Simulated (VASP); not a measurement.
# Fe2O3 (R-3c) in VASP: single point with PBE+U

Aim: the single point of Fe2O3 with PBE+U.

Program: VASP 6.6.1. These are calculated values, not measurements. Logs are shortened: lines on timing, memory, paths and dates and some standing lists are left out, and cuts for length are marked.

## Step 1: The cell of the first run

It takes space group R-3c (No. 167, trigonal). The conventional cell has a = 5.104 Å, b = 5.104 Å, c = 13.942 Å, α = 90.00°, β = 90.00°, γ = 120.00°. Within 2.6 Å of Fe (site symmetry 3) lie 6 O at 1.97 to 2.14 Å. Within 3.1 Å of O (site symmetry 2) lie 4 Fe at 1.97 to 2.14 Å and 12 O at 2.70 to 3.08 Å.

## Step 2: Single point, PBE+U, collinear spin, antiferromagnetic start

Contents of INCAR:

```
PREC     = Accurate       # precision mode
ENCUT    = 520            # plane-wave cutoff, eV
EDIFF    = 1E-6           # SCF threshold, eV
ISMEAR   = 0              # smearing method
SIGMA    = 0.02           # smearing width, eV
LREAL    = F              # projectors in reciprocal space
LASPH    = T              # aspherical terms in the spheres
NELM     = 150            # most SCF steps
ALGO     = Normal         # electronic algorithm
ISIF     = 2              # what is computed and relaxed
LWAVE    = F              # write WAVECAR
LCHARG   = F              # write CHGCAR
ISPIN    = 2              # spin polarisation
MAGMOM   = -4 4 -4 4 0 0 0 0 0 0 # initial moments
LORBIT   = 11             # projections on sites
LMAXMIX  = 4              # l up to which the mixer works
LDAU     = T              # DFT+U
LDAUTYPE = 2            
LDAUL    = 2 -1           # shell
LDAUU    = 4 0            # U, eV
LDAUJ    = 0 0          
LDAUPRINT= 1            
GGA      = PE             # functional
NBANDS   = 49             # bands
```

Contents of KPOINTS:

```
regular mesh
0
Gamma
  5 5 5
```

Contents of POSCAR:

```
Fe2O3
1.0
    2.5519613454      1.4733755697      4.6472692017
   -2.5519613454      1.4733755697      4.6472692017
    0.0000000000     -2.9467511395      4.6472692017
Fe O
4 6
Direct
    0.3553271078      0.3553271078      0.3553271078
    0.1446727512      0.1446727512      0.1446727512
    0.6446728922      0.6446728922      0.6446728922
    0.8553272488      0.8553272488      0.8553272488
    0.5555713291      0.9444285521      0.2500000619
    0.2500000619      0.5555713291      0.9444285521
    0.9444285521      0.2500000619      0.5555713291
    0.4444286709      0.0555714479      0.7499999381
    0.7499999381      0.4444286709      0.0555714479
    0.0555714479      0.7499999381      0.4444286709
```

Potentials or basis: VASP PAW PBE potentials, release 64 (Fe, O).

Launch:

```bash
$ cat potpaw_PBE.64/Fe/POTCAR potpaw_PBE.64/O/POTCAR > POTCAR
$ mpirun -np 1 vasp_std > vasp.out
```

OUTCAR:

```text
PREC = Accurate
   ENCUT = 520
   EDIFF = 1E-6
   ISMEAR = 0
   LREAL = F
   LASPH = T
   NELM = 150
   ISIF = 2
   ISPIN = 2
   LORBIT = 11
   GGA = PE

 ion  position               nearest neighbor table
   1  0.355  0.355  0.355-   9 1.97  10 1.97   8 1.97   7 2.14   5 2.14   6 2.14   2 2.94   3 3.01
                             3 3.01   3 3.01
   2  0.145  0.145  0.145-  10 1.97   9 1.97   8 1.97   6 2.14   5 2.14   7 2.14   1 2.94   4 3.01
                             4 3.01   4 3.01
   3  0.645  0.645  0.645-   6 1.97   7 1.97   5 1.97  10 2.14   8 2.14   9 2.14   4 2.94   1 3.01
                             1 3.01   1 3.01
   4  0.855  0.855  0.855-   7 1.97   6 1.97   5 1.97   9 2.14   8 2.14  10 2.14   3 2.94   2 3.01
                             2 3.01   2 3.01
   5  0.556  0.944  0.250-   4 1.97   3 1.97   1 2.14   2 2.14
   6  0.250  0.556  0.944-   4 1.97   3 1.97   1 2.14   2 2.14
   7  0.944  0.250  0.556-   4 1.97   3 1.97   1 2.14   2 2.14
   8  0.444  0.056  0.750-   2 1.97   1 1.97   3 2.14   4 2.14
   9  0.750  0.444  0.056-   2 1.97   1 1.97   3 2.14   4 2.14
  10  0.056  0.750  0.444-   2 1.97   1 1.97   3 2.14   4 2.14

  LATTYP: Found a trigonal (rhomboedric) cell.
 ALAT       =     5.5027677864
 COS(alpha) =     0.5698540810

  Lattice vectors:

 A1 = (   2.5519613454,   1.4733755697,   4.6472692017)
 A2 = (  -2.5519613454,   1.4733755697,   4.6472692017)
 A3 = (   0.0000000000,  -2.9467511395,   4.6472692017)

Analysis of symmetry for initial positions (statically):
=====================================================================
 Subroutine PRICEL returns:
 Original cell was already a primitive cell.

 Routine SETGRP: Setting up the symmetry group for a
 trigonal (rhombohedral) supercell.

 Subroutine GETGRP returns: Found 12 space group operations
 (whereof  6 operations were pure point group operations)
 out of a pool of 12 trial point group operations.

The static configuration has the point symmetry S_6 .
 The point group associated with its full space group is D_3d.

Analysis of symmetry for dynamics (positions and initial velocities):
=====================================================================
 Subroutine PRICEL returns:
 Original cell was already a primitive cell.

 Routine SETGRP: Setting up the symmetry group for a
 trigonal (rhombohedral) supercell.

 Subroutine GETGRP returns: Found 12 space group operations
 (whereof  6 operations were pure point group operations)
 out of a pool of 12 trial point group operations.

The dynamic configuration has the point symmetry S_6 .
 The point group associated with its full space group is D_3d.

Analysis of structural, dynamic, and magnetic symmetry:
=====================================================================
 Subroutine PRICEL returns:
 Original cell was already a primitive cell.

 Routine SETGRP: Setting up the symmetry group for a
 trigonal (rhombohedral) supercell.

 Subroutine GETGRP returns: Found 12 space group operations
 (whereof  6 operations were pure point group operations)
 out of a pool of 12 trial point group operations.

The overall configuration has the point symmetry S_6 .
 The point group associated with its full space group is D_3d.

 Subroutine INISYM returns: Found 12 space group operations
 (whereof  6 operations are pure point group operations),
 and found     1 'primitive' translations

----------------------------------------------------------------------------------------

                                     Primitive cell

  volume of cell :     104.8423

  direct lattice vectors                    reciprocal lattice vectors
     2.551961345  1.473375570  4.647269202     0.195927733  0.113118929  0.071726711
    -2.551961345  1.473375570  4.647269202    -0.195927733  0.113118929  0.071726711
     0.000000000 -2.946751139  4.647269202     0.000000000 -0.226237858  0.071726711

  length of vectors
[... 99 lines left out ...]
   ISYM   =      2    0-nonsym 1-usesym 2-fastsym
   POTIM  = 0.5000    time-step for ionic-motion
   TEBEG  =    0.0;   TEEND  =   0.0 temperature during run
   PSTRESS=    0.0 pullay stress
   NELECT =      68.0000    total number of electrons
   NUPDOWN=      -1.0000    fix difference up-down
   EMIN   =  10.00;   EMAX   =-10.00  energy-range for DOS
   EFERMI =   0.00;   METHOD = LEGACY
   ISMEAR =     0;   SIGMA  =   0.02  broadening in eV -4-tet -1-fermi 0-gaus
   EFERMI_NEDOS =   21; number of points for ismear=-14 and -15
   IALGO  =     38    algorithm
   IMIX   =      4    mixing-type and parameters
     AMIX     =   0.40;   BMIX     =  1.00
     AMIX_MAG =   1.60;   BMIX_MAG =  1.00
  volume/ion in A,a.u.               =      10.48        70.75
  Fermi-wavevector in a.u.,A,eV,Ry     =   1.417095  2.677921 27.322646  2.008158
  Thomas-Fermi vector in A             =   2.538361
   LORBIT       =     11    0 simple, 1 ext, 2 COOP (PROOUT), +10 PAW based schemes
 LDA+U is selected, type is set to LDAUTYPE =  2
   angular momentum for each species LDAUL =     2   -1
   U (eV)           for each species LDAUU =   4.0  0.0
   J (eV)           for each species LDAUJ =   0.0  0.0
   GGA     = PE    functional components
   LHFCALC =     F    Hartree Fock is set to
   AEXX    =    0.0000 exact exchange contribution
   IVDW    =     0    specifies the selected vdW correction
   LEPSILON=     F    determine dielectric tensor
   LRPA    =     F    only Hartree local field effects (RPA)
 spin polarized calculation
 Gauss-broadening in eV      SIGMA  =   0.02
  energy-cutoff  :      520.00
  volume of cell :      104.84
 maximum number of plane-waves:      2853
 NGX is ok and might be reduce to    42
   NGX = 21   NGY = 21   NGZ = 21

 number of electron      68.0000000 magnetization      -0.0000000

atom =   1  type =  1  l = 2

 onsite density matrix

spin component  1
[... 116 lines left out ...]
  o =  0.0896  v =  0.0000  0.0000  0.0000  0.0000  0.0000  0.5467  0.3596  0.0000  0.5154 -0.5534      0.0000  0.0000  0.0000  0.0000  0.0000  0.0000  0.0000  0.0000  0.0000  0.0000
  o =  0.0896  v =  0.0000  0.0000  0.0000  0.0000  0.0000  0.5534  0.5154  0.0000 -0.3596  0.5467      0.0000  0.0000  0.0000  0.0000  0.0000  0.0000  0.0000  0.0000  0.0000  0.0000
  o =  0.0922  v =  0.0000  0.0000  0.0000  0.0000  0.0000 -0.0000 -0.0000  1.0000 -0.0000  0.0000      0.0000  0.0000  0.0000  0.0000  0.0000  0.0000  0.0000  0.0000  0.0000  0.0000
  o =  0.2879  v =  0.0000  0.0000  0.0000  0.0000  0.0000  0.3282 -0.5127  0.0000  0.5850  0.5359      0.0000  0.0000  0.0000  0.0000  0.0000  0.0000  0.0000  0.0000  0.0000  0.0000
  o =  0.2879  v =  0.0000  0.0000  0.0000  0.0000  0.0000 -0.5359  0.5850  0.0000  0.5127  0.3282      0.0000  0.0000  0.0000  0.0000  0.0000  0.0000  0.0000  0.0000  0.0000  0.0000
  o =  0.9753  v = -0.5565 -0.3520 -0.0000 -0.5004  0.5622  0.0000  0.0000  0.0000  0.0000  0.0000      0.0000  0.0000  0.0000  0.0000  0.0000  0.0000  0.0000  0.0000  0.0000  0.0000
  o =  0.9753  v = -0.5622 -0.5004  0.0000  0.3520 -0.5565  0.0000  0.0000  0.0000  0.0000  0.0000      0.0000  0.0000  0.0000  0.0000  0.0000  0.0000  0.0000  0.0000  0.0000  0.0000
  o =  0.9788  v = -0.0000 -0.0000  1.0000 -0.0000  0.0000  0.0000  0.0000  0.0000  0.0000  0.0000      0.0000  0.0000  0.0000  0.0000  0.0000  0.0000  0.0000  0.0000  0.0000  0.0000
  o =  1.0290  v =  0.3167 -0.5164  0.0000  0.5992  0.5235  0.0000  0.0000  0.0000  0.0000  0.0000      0.0000  0.0000  0.0000  0.0000  0.0000  0.0000  0.0000  0.0000  0.0000  0.0000
  o =  1.0290  v = -0.5235  0.5992 -0.0000  0.5164  0.3167  0.0000  0.0000  0.0000  0.0000  0.0000      0.0000  0.0000  0.0000  0.0000  0.0000  0.0000  0.0000  0.0000  0.0000  0.0000

 number of electron      68.0000006 magnetization       0.0000000

 Free energy of the ion-electron system (eV)
  ---------------------------------------------------
  ext. energy  EPLUGINS =         0.00000000
  ---------------------------------------------------
  free energy    TOTEN  =       -68.60564744 eV

  energy without entropy =      -68.60564744  energy(sigma->0) =      -68.60564744

 E-fermi :   3.1248     XC(G=0): -11.3860

 val. band max:        3.0256034710   @ k =  -0.4000   0.2000  -0.0000
 cond. band min:       5.1761207612   @ k =  -0.2000   0.4000   0.2000
 fundamental gap:      2.1505172903
 Fermi energy:         3.1247546135

 spin component 1

 k-point     1 :       0.0000    0.0000    0.0000
  band No.  band energies     occupation
      1     -15.2231      1.00000
      2     -13.7767      1.00000
      3     -13.7411      1.00000
      4     -13.7411      1.00000
      5     -13.6943      1.00000
      6     -13.6943      1.00000
[... 920 lines left out ...]
     45      10.8229      0.00000
     46      11.2454      0.00000
 Fermi energy:         3.1247546135

 spin component 2

 k-point     1 :       0.0000    0.0000    0.0000
  band No.  band energies     occupation
      1     -15.2231      1.00000
      2     -13.7767      1.00000
      3     -13.7411      1.00000
      4     -13.7411      1.00000
      5     -13.6943      1.00000
      6     -13.6943      1.00000
[... 920 lines left out ...]
     45      10.8229      0.00000
     46      11.2454      0.00000
 [bands above 46 left out]

------------------------ aborting loop because EDIFF is reached ----------------------------------------

  FORCE on cell =-STRESS in cart. coord.  units (eV):
  Direction    XX          YY          ZZ          XY          YZ          ZX
  --------------------------------------------------------------------------------------
  -------------------------------------------------------------------------------------
  Total       -2.3363617     -2.3363617     -2.1016807      0.0000000      0.0000000     -0.0000000
  in kB      -35.7037661    -35.7037661    -32.1174229      0.0000000      0.0000000     -0.0000000
  external PRESSURE =     -34.5083183 kB  Pullay stress =       0.0000000 kB

 VOLUME and BASIS-vectors are now :
 -----------------------------------------------------------------------------
  energy-cutoff  :      520.00
  volume of cell :      104.84
      direct lattice vectors                 reciprocal lattice vectors
     2.551961345  1.473375570  4.647269202     0.195927733  0.113118929  0.071726711
    -2.551961345  1.473375570  4.647269202    -0.195927733  0.113118929  0.071726711
     0.000000000 -2.946751139  4.647269202     0.000000000 -0.226237858  0.071726711

 POSITION                                       TOTAL-FORCE (eV/Angst)
 -----------------------------------------------------------------------------------
      0.00000     -0.00000      4.95390         0.000000      0.000000     -0.129193
      0.00000     -0.00000      2.01700         0.000000     -0.000000      0.129193
      0.00000     -0.00000      8.98791         0.000000     -0.000000      0.129193
      0.00000     -0.00000     11.92481         0.000000      0.000000     -0.129193
     -0.99235      1.47338      8.13272         0.019550     -0.000000      0.000000
     -0.77981     -1.59609      8.13272        -0.009775      0.016931     -0.000000
      1.77215      0.12271      8.13272        -0.009775     -0.016931     -0.000000
      0.99235     -1.47338      5.80909        -0.019550     -0.000000      0.000000
      0.77981      1.59609      5.80909         0.009775     -0.016931     -0.000000
     -1.77215     -0.12271      5.80909         0.009775      0.016931     -0.000000
 -----------------------------------------------------------------------------------
    total drift:                                0.000000      0.000000     -0.007026

  FREE ENERGIE OF THE ION-ELECTRON SYSTEM (eV)
  ---------------------------------------------------
  free  energy   TOTEN  =       -68.6056474388 eV

  energy  without entropy=      -68.6056474388  energy(sigma->0) =      -68.60564744

 total charge

# of ion       s       p       d       tot
------------------------------------------
    1        0.366   0.510   5.811   6.687
    2        0.366   0.510   5.811   6.687
    3        0.366   0.510   5.811   6.687
    4        0.366   0.510   5.811   6.687
    5        1.563   3.453   0.000   5.016
    6        1.563   3.453   0.000   5.016
    7        1.563   3.453   0.000   5.016
    8        1.563   3.453   0.000   5.016
    9        1.563   3.453   0.000   5.016
   10        1.563   3.453   0.000   5.016
--------------------------------------------------
tot         10.844  22.758  23.242  56.844

 magnetization (x)

# of ion       s       p       d       tot
------------------------------------------
    1       -0.013  -0.016  -4.136  -4.164
    2        0.013   0.016   4.136   4.164
    3       -0.013  -0.016  -4.136  -4.164
    4        0.013   0.016   4.136   4.164
    5        0.000   0.000   0.000   0.000
    6        0.000   0.000   0.000   0.000
    7        0.000   0.000   0.000   0.000
    8        0.000   0.000   0.000   0.000
    9        0.000   0.000   0.000   0.000
   10        0.000   0.000   0.000   0.000
--------------------------------------------------
tot          0.000   0.000   0.000   0.000
```

Wall time 5.6 min (1 thread of Intel Xeon Platinum 8259CL at 2.50GHz (Skylake/Cascade Lake), shared host); peak memory 0.38 GiB.

Results:

```
Free energy                                           : -68.6056 eV
Pressure                                              : -3.5 GPa
Largest force                                         : 0.129 eV/Å
Band gap on the k mesh                                : 2.15 eV (least direct gap 2.17 eV)
Net moment                                            : 0.00 μB per cell
Site moments                                          : Fe -4.16, +4.16 (each value once); O +0.00 μB
Valence electrons inside the program's atomic spheres : Fe 6.69; O 5.02
```

Forces in eV/Å, atoms in the order of the input:
```
Fe   0.000  0.000 -0.129
Fe   0.000  0.000  0.129
Fe   0.000  0.000  0.129
Fe   0.000  0.000 -0.129
O    0.020  0.000  0.000
O   -0.010  0.017  0.000
O   -0.010 -0.017  0.000
O   -0.020  0.000  0.000
O    0.010 -0.017  0.000
O    0.010  0.017  0.000
```

Levels at points of the mesh, in eV from the valence-band top:
Spin up:
```
           k point  band 32  band 33  band 34  band 35  band 36  band 37
(0.00, 0.00, 0.00)    -0.39    -0.31    -0.31     2.36     2.55     2.55
```
Spin down:
| k point | band 32 | band 33 | band 34 | band 35 | band 36 | band 37 |
| --- | --- | --- | --- | --- | --- | --- |
| (0.00, 0.00, 0.00) | -0.39 | -0.31 | -0.31 | 2.36 | 2.55 | 2.55 |

Eigenvalues of the final occupation matrices:
```
    site  spin  trace               eigenvalues
site 1 d     1   0.85  0.09 0.09 0.09 0.29 0.29
site 1 d     2   4.99  0.98 0.98 0.98 1.03 1.03
site 2 d     1   4.99  0.98 0.98 0.98 1.03 1.03
site 2 d     2   0.85  0.09 0.09 0.09 0.29 0.29
site 3 d     1   0.85  0.09 0.09 0.09 0.29 0.29
site 3 d     2   4.99  0.98 0.98 0.98 1.03 1.03
site 4 d     1   4.99  0.98 0.98 0.98 1.03 1.03
site 4 d     2   0.85  0.09 0.09 0.09 0.29 0.29
```

Caveat: the cell stands under tension.
